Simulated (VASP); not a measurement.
# Si2Ni (I4/mmm) in VASP: notebook

Runs on Si2Ni. Level: PBE. Tasks: single point.

Program: VASP 6.6.1. These are calculated values, not measurements. Logs are shortened: lines on timing, memory, paths and dates and some standing lists are left out, and cuts for length are marked.

## 1. The cell of the first run

The structure is tetragonal, space group I4/mmm (No. 139). The conventional cell has a = 3.909 Å, b = 3.909 Å, c = 5.365 Å, α = 90.00°, β = 90.00°, γ = 90.00°. Within 3.1 Å of Si (site symmetry -4m2) lie 4 Ni at 2.37 Å and 6 Si at 2.68 to 2.76 Å. Ni (site symmetry 4/mmm) has 8 Si at 2.37 Å within 3.1 Å.

## 2. Single point, PBE (strain +0.015 along x and y, -0.015 along z)

Input file INCAR:

```
PREC = Accurate
ENCUT = 520
EDIFF = 1E-6
ISMEAR = 0
SIGMA = 0.15
LREAL = False
LASPH = True
NELM = 100
ALGO = Normal
ISIF = 2
LWAVE = False
LCHARG = False
GGA = PE
NBANDS = 16
```

Input file KPOINTS:

```
Automatic mesh
0
Gamma
  16 16 16
```

Input file POSCAR:

```
Si2Ni
1.0
    0.0000000000      2.7642640990      2.6825617118
    2.7642640990      0.0000000000      2.6825617118
    2.7642640990      2.7642640990      0.0000000000
Si Ni
2 1
Direct
    0.2500000000      0.2500000000      0.2500000000
    0.7500000000      0.7500000000      0.7500000000
    0.0000000000      0.0000000000      0.0000000000
```

Potentials or basis: VASP PAW PBE potentials, release 64 (Si, Ni).

Command:

```bash
$ cat potpaw_PBE.64/Si/POTCAR potpaw_PBE.64/Ni/POTCAR > POTCAR
$ mpirun -np 1 vasp_std > vasp.out
```

OUTCAR:

```text
PREC = Accurate
   ENCUT = 520
   EDIFF = 1E-6
   ISMEAR = 0
   LREAL = False
   LASPH = True
   NELM = 100
   ISIF = 2
   GGA = PE

 ion  position               nearest neighbor table
   1  0.250  0.250  0.250-   3 2.37   3 2.37   3 2.37   3 2.37   2 2.68   2 2.68   2 2.76   2 2.76
                             2 2.76   2 2.76
   2  0.750  0.750  0.750-   3 2.37   3 2.37   3 2.37   3 2.37   1 2.68   1 2.68   1 2.76   1 2.76
                             1 2.76   1 2.76
   3  0.000  0.000  0.000-   2 2.37   2 2.37   2 2.37   1 2.37   2 2.37   1 2.37   1 2.37   1 2.37

  LATTYP: Found a body centered tetragonal cell.
 ALAT       =     3.9092597788
 C/A-ratio  =     1.3724141467

  Lattice vectors:

 A1 = (   0.0000000000,  -2.7642640990,  -2.6825617118)
 A2 = (   0.0000000000,   2.7642640990,  -2.6825617118)
 A3 = (   2.7642640990,   0.0000000000,   2.6825617118)

Analysis of symmetry for initial positions (statically):
=====================================================================
 Subroutine PRICEL returns:
 Original cell was already a primitive cell.

 Routine SETGRP: Setting up the symmetry group for a
 body centered tetragonal supercell.

 Subroutine GETGRP returns: Found 16 space group operations
 (whereof 16 operations were pure point group operations)
 out of a pool of 16 trial point group operations.

The static configuration has the point symmetry D_4h.

Analysis of symmetry for dynamics (positions and initial velocities):
=====================================================================
 Subroutine PRICEL returns:
 Original cell was already a primitive cell.

 Routine SETGRP: Setting up the symmetry group for a
 body centered tetragonal supercell.

 Subroutine GETGRP returns: Found 16 space group operations
 (whereof 16 operations were pure point group operations)
 out of a pool of 16 trial point group operations.

The dynamic configuration has the point symmetry D_4h.

 Subroutine INISYM returns: Found 16 space group operations
 (whereof 16 operations are pure point group operations),
 and found     1 'primitive' translations

----------------------------------------------------------------------------------------

                                     Primitive cell

  volume of cell :      40.9957

  direct lattice vectors                    reciprocal lattice vectors
     0.000000000  2.764264099  2.682561712    -0.180879967  0.180879967  0.186389002
     2.764264099  0.000000000  2.682561712     0.180879967 -0.180879967  0.186389002
     2.764264099  2.764264099  0.000000000     0.180879967  0.180879967 -0.186389002

  length of vectors
     3.851920735  3.851920735  3.909259779     0.316505901  0.316505901  0.316505901

  position of ions in fractional coordinates (direct lattice)
     0.250000000  0.250000000  0.250000000
     0.750000000  0.750000000  0.750000000
     0.000000000  0.000000000  0.000000000

  ion indices of the primitive-cell ions
   primitive index   ion index
                 1           1
                 2           2
                 3           3

----------------------------------------------------------------------------------------

 KPOINTS: Automatic mesh

Automatic generation of k-mesh.
 Grid dimensions read from file:
 generate k-points for:   16   16   16

 Generating k-lattice:

  Cartesian coordinates                     Fractional coordinates (reciprocal lattice)
    -0.011304998  0.011304998  0.011649313     0.062500000  0.000000000  0.000000000
     0.011304998 -0.011304998  0.011649313     0.000000000  0.062500000  0.000000000
     0.011304998  0.011304998 -0.011649313     0.000000000  0.000000000  0.062500000

  Length of vectors
     0.019781619  0.019781619  0.019781619

  Shift w.r.t. Gamma in fractional coordinates (k-lattice)
     0.000000000  0.000000000  0.000000000

 Subroutine IBZKPT returns following result:
 ===========================================

 Found    349 irreducible k-points:

 Following reciprocal coordinates:
            Coordinates               Weight
  0.000000  0.000000  0.000000      1.000000
  0.062500  0.000000  0.000000      8.000000
  0.125000  0.000000  0.000000      8.000000
  0.187500  0.000000  0.000000      8.000000
  0.250000  0.000000  0.000000      8.000000
  0.312500  0.000000  0.000000      8.000000
[... 16 lines left out ...]
 -0.125000  0.062500  0.000000      8.000000
 -0.062500  0.062500  0.000000      4.000000
 [... further k-points ...]
   k-points           NKPTS =    349   k-points in BZ     NKDIM =    349   number of bands    NBANDS=     16
   number of dos      NEDOS =    301   number of ions     NIONS =      3
   total plane-waves  NPLWV =  27000
   dimension x,y,z NGX =    30 NGY =   30 NGZ =   30
   dimension x,y,z NGXF=    60 NGYF=   60 NGZF=   60
   ions per type =               2   1
   NGX,Y,Z   is equivalent  to a cutoff of  12.95, 12.95, 12.76 a.u.
   NGXF,Y,Z  is equivalent  to a cutoff of  25.90, 25.90, 25.52 a.u.
 SYSTEM =  unknown system
   PREC   = accura    normal or accurate (medium, high low for compatibility)
   ISTART =      0    job   : 0-new  1-cont  2-samecut
   ICHARG =      2    charge: 1-file 2-atom 10-const
   ISPIN  =      1    spin polarized calculation?
   LNONCOLLINEAR =      F non collinear calculations
   LSORBIT =      F    spin-orbit coupling
   LASPH  =      T    aspherical Exc in radial PAW
   ENCUT  =  520.0 eV  38.22 Ry    6.18 a.u.   7.16  7.16  7.27*2*pi/ulx,y,z
   NELM   =    100;   NELMIN=  2; NELMDL= -5     # of ELM steps
   EDIFF  = 0.1E-05   stopping-criterion for ELM
   LREAL  =      F    real-space projection
   EDIFFG = 0.1E-04   stopping-criterion for IOM
   NSW    =      0    number of steps for IOM
   IBRION =     -1    ionic relax: 0-MD 1-quasi-New 2-CG
   NFREE  =      0    steps in history (QN), initial steepest desc. (CG)
   ISIF   =      2    stress and relaxation
   ISYM   =      2    0-nonsym 1-usesym 2-fastsym
   POTIM  = 0.5000    time-step for ionic-motion
   TEBEG  =    0.0;   TEEND  =   0.0 temperature during run
   PSTRESS=    0.0 pullay stress
   NELECT =      18.0000    total number of electrons
   NUPDOWN=      -1.0000    fix difference up-down
   EMIN   =  10.00;   EMAX   =-10.00  energy-range for DOS
   EFERMI =   0.00;   METHOD = LEGACY
   ISMEAR =     0;   SIGMA  =   0.15  broadening in eV -4-tet -1-fermi 0-gaus
   EFERMI_NEDOS =   21; number of points for ismear=-14 and -15
   IALGO  =     38    algorithm
   IMIX   =      4    mixing-type and parameters
     AMIX     =   0.40;   BMIX     =  1.00
     AMIX_MAG =   1.60;   BMIX_MAG =  1.00
  volume/ion in A,a.u.               =      13.67        92.22
  Fermi-wavevector in a.u.,A,eV,Ry     =   1.244284  2.351355 21.065110  1.548242
  Thomas-Fermi vector in A             =   2.378557
   LORBIT       =      0    0 simple, 1 ext, 2 COOP (PROOUT), +10 PAW based schemes
   GGA     = PE    functional components
   LHFCALC =     F    Hartree Fock is set to
   AEXX    =    0.0000 exact exchange contribution
   IVDW    =     0    specifies the selected vdW correction
   LEPSILON=     F    determine dielectric tensor
   LRPA    =     F    only Hartree local field effects (RPA)
 non-spin polarized calculation
 Gauss-broadening in eV      SIGMA  =   0.15
  energy-cutoff  :      520.00
  volume of cell :       41.00
 maximum number of plane-waves:      1118
 NGX is ok and might be reduce to    30
   NGX = 15   NGY = 15   NGZ = 15

 number of electron      17.9999999 magnetization

 Free energy of the ion-electron system (eV)
  ---------------------------------------------------
  ext. energy  EPLUGINS =         0.00000000
  ---------------------------------------------------
  free energy    TOTEN  =       -17.36593878 eV

  energy without entropy =      -17.35544378  energy(sigma->0) =      -17.36069128

 E-fermi :   9.8643     XC(G=0): -11.4169

 val. band max:        9.8630330712   @ k =   0.1875   0.1875   0.0000
 cond. band min:       9.8654315911   @ k =   0.3125   0.1875   0.0000
 fundamental gap:      0.0023985199
 Fermi energy:         9.8643356831

 k-point     1 :       0.0000    0.0000    0.0000
  band No.  band energies     occupation
      1      -3.5949      2.00000
      2       4.8797      2.00000
      3       4.9863      2.00000
      4       4.9863      2.00000
      5       6.5611      2.00000
      6       6.6413      2.00000
[... 8 lines left out ...]
     15      14.2543      0.00000
     16      15.2089      0.00000

 k-point     2 :       0.0625    0.0000    0.0000
  band No.  band energies     occupation
      1      -3.5386      2.00000
      2       4.8013      2.00000
      3       4.9569      2.00000
      4       5.0030      2.00000
      5       6.5505      2.00000
      6       6.6304      2.00000
[... 8 lines left out ...]
     15      14.1370      0.00000
     16      14.9437      0.00000

 k-point     3 :       0.1250    0.0000    0.0000
  band No.  band energies     occupation
      1      -3.3700      2.00000
      2       4.4547      2.00000
      3       4.9985      2.00000
      4       5.0505      2.00000
      5       6.5243      2.00000
      6       6.6024      2.00000
[... 8 lines left out ...]
     15      14.1965      0.00000
     16      14.5750      0.00000

 k-point     4 :       0.1875    0.0000    0.0000
  band No.  band energies     occupation
      1      -3.0909      2.00000
      2       3.9049      2.00000
      3       5.0807      2.00000
      4       5.1206      2.00000
      5       6.4978      2.00000
      6       6.5705      2.00000
[... 8 lines left out ...]
     15      14.5866      0.00000
     16      15.0989      0.00000

 k-point     5 :       0.2500    0.0000    0.0000
  band No.  band energies     occupation
      1      -2.7041      2.00000
      2       3.2042      2.00000
      3       5.1794      2.00000
      4       5.1989      2.00000
      5       6.4938      2.00000
      6       6.5548      2.00000
[... 8 lines left out ...]
     15      15.4059      0.00000
     16      15.9635      0.00000

 k-point     6 :       0.3125    0.0000    0.0000
  band No.  band energies     occupation
      1      -2.2144      2.00000
      2       2.4014      2.00000
      3       5.2674      2.00000
      4       5.2738      2.00000
      5       6.5343      2.00000
      6       6.5753      2.00000
[... 8 lines left out ...]
     15      16.3779      0.00000
     16      16.8795      0.00000
[... 267 lines left out ...]
 k-point    21 :      -0.2500    0.0625    0.0000
  band No.  band energies     occupation
      1      -2.5172      2.00000
      2       3.0047      2.00000
      3       5.0803      2.00000
      4       5.3129      2.00000
      5       6.3757      2.00000
      6       6.6368      2.00000
[... 8 lines left out ...]
     15      15.5021      0.00000
     16      17.0347      0.00000

 k-point    22 :      -0.1875    0.0625    0.0000
  band No.  band energies     occupation
      1      -2.9348      2.00000
      2       3.7274      2.00000
      3       4.9948      2.00000
      4       5.2220      2.00000
      5       6.3927      2.00000
      6       6.6235      2.00000
[... 8 lines left out ...]
     15      14.8830      0.00000
     16      16.1005      0.00000

 k-point    23 :      -0.1250    0.0625    0.0000
  band No.  band energies     occupation
      1      -3.2464      2.00000
      2       4.3078      2.00000
      3       4.9238      2.00000
      4       5.1276      2.00000
      5       6.4449      2.00000
      6       6.6298      2.00000
[... 8 lines left out ...]
     15      14.7783      0.00000
     16      15.4409      0.00000

 k-point    24 :      -0.0625    0.0625    0.0000
  band No.  band energies     occupation
      1      -3.4483      2.00000
      2       4.7000      2.00000
      3       4.8862      2.00000
      4       5.0507      2.00000
      5       6.5039      2.00000
      6       6.6373      2.00000
[... 8 lines left out ...]
     15      13.9218      0.00000
     16      15.3838      0.00000

 [... further k-points ...]

------------------------ aborting loop because EDIFF is reached ----------------------------------------

  FORCE on cell =-STRESS in cart. coord.  units (eV):
  Direction    XX          YY          ZZ          XY          YZ          ZX
  --------------------------------------------------------------------------------------
  -------------------------------------------------------------------------------------
  Total       -0.6988477     -0.6988477     -0.3187275      0.0000000      0.0000000     -0.0000000
  in kB      -27.3120544    -27.3120544    -12.4563662      0.0000000      0.0000000     -0.0000000
  external PRESSURE =     -22.3601583 kB  Pullay stress =       0.0000000 kB

 VOLUME and BASIS-vectors are now :
 -----------------------------------------------------------------------------
  energy-cutoff  :      520.00
  volume of cell :       41.00
      direct lattice vectors                 reciprocal lattice vectors
     0.000000000  2.764264099  2.682561712    -0.180879967  0.180879967  0.186389002
     2.764264099  0.000000000  2.682561712     0.180879967 -0.180879967  0.186389002
     2.764264099  2.764264099  0.000000000     0.180879967  0.180879967 -0.186389002

 POSITION                                       TOTAL-FORCE (eV/Angst)
 -----------------------------------------------------------------------------------
      1.38213      1.38213      1.34128         0.000000      0.000000      0.000000
      4.14640      4.14640      4.02384        -0.000000     -0.000000     -0.000000
      0.00000      0.00000      0.00000         0.000000      0.000000      0.000000
 -----------------------------------------------------------------------------------
    total drift:                                0.000000     -0.000000     -0.000000

  FREE ENERGIE OF THE ION-ELECTRON SYSTEM (eV)
  ---------------------------------------------------
  free  energy   TOTEN  =       -17.3659387830 eV

  energy  without entropy=      -17.3554437833  energy(sigma->0) =      -17.36069128
```

Wall time 2.5 min (1 thread of Intel Xeon 6975P-C (Granite Rapids), shared host); peak memory 0.33 GiB.

What came out:

```yaml
Free_energy: -17.3659 eV
Pressure: -2.2 GPa
Band_gap_on_the_k_mesh: zero (bands 9 and 10 overlap by 2.38 eV)
```

Stress tensor (GPa, compression positive):
```
-2.73  0.00  0.00
 0.00 -2.73  0.00
 0.00  0.00 -1.25
```

Caveat: the cell differs from its parent crystal (strain +0.015 along x and y, -0.015 along z). Spin polarisation is off, so any magnetic state and its effect on volume and gap are missing.

## 3. Single point, PBE (strain +0.000 along x and y, +0.015 along z)

Edit INCAR of step 2 so:

```diff
@@ -7,3 +7,3 @@
 LASPH = True
-NELM = 100
+NELM = 80
 ALGO = Normal
```

Input file KPOINTS:

```
regular mesh
0
Gamma
  16 16 16
```

Input file POSCAR:

```
Si2Ni
1.0
    0.0000000000      2.7234129054      2.7642640990
    2.7234129054      0.0000000000      2.7642640990
    2.7234129054      2.7234129054      0.0000000000
Si Ni
2 1
Direct
    0.2500000000      0.2500000000      0.2500000000
    0.7500000000      0.7500000000      0.7500000000
    0.0000000000      0.0000000000      0.0000000000
```

Potentials or basis: VASP PAW PBE potentials, release 64 (Si, Ni).

Command:

```bash
$ cat potpaw_PBE.64/Si/POTCAR potpaw_PBE.64/Ni/POTCAR > POTCAR
$ mpirun -np 1 vasp_std > vasp.out
```

Run time: 2.3 min. Hardware: 1 thread of Intel Xeon 6975P-C (Granite Rapids), shared host; peak memory 0.34 GiB.

The run converged. Its results:

| Property | Result |
| --- | --- |
| Free energy | -17.3686 eV |
| Pressure | -2.2 GPa |
| Band gap on the k mesh | zero (bands 9 and 10 overlap by 2.12 eV) |

Stress tensor (GPa, compression positive):
```
-2.02  0.00  0.00
 0.00 -2.02  0.00
 0.00  0.00 -2.71
```

Levels at points of the mesh, in eV from the Fermi level:
```tsv
k point	band 6	band 7	band 8	band 9	band 10	band 11	band 12	band 13
(0.00, 0.00, 0.00)	-3.25	-0.55	1.63	1.63	1.81	2.27	2.44	2.44
(0.50, 0.00, 0.00)	-3.10	-3.09	-1.37	-1.26	1.77	1.79	1.84	2.45
(0.50, 0.50, 0.00)	-3.37	-3.37	-3.23	-2.89	-0.37	1.59	7.77	8.10
(0.50, 0.00, 0.50)	-3.39	-3.34	-3.19	-2.89	-0.46	1.51	7.79	7.81
```

Caveat: the cell differs from its parent crystal (strain +0.000 along x and y, +0.015 along z).

(Part 1 of 2 ends here.)
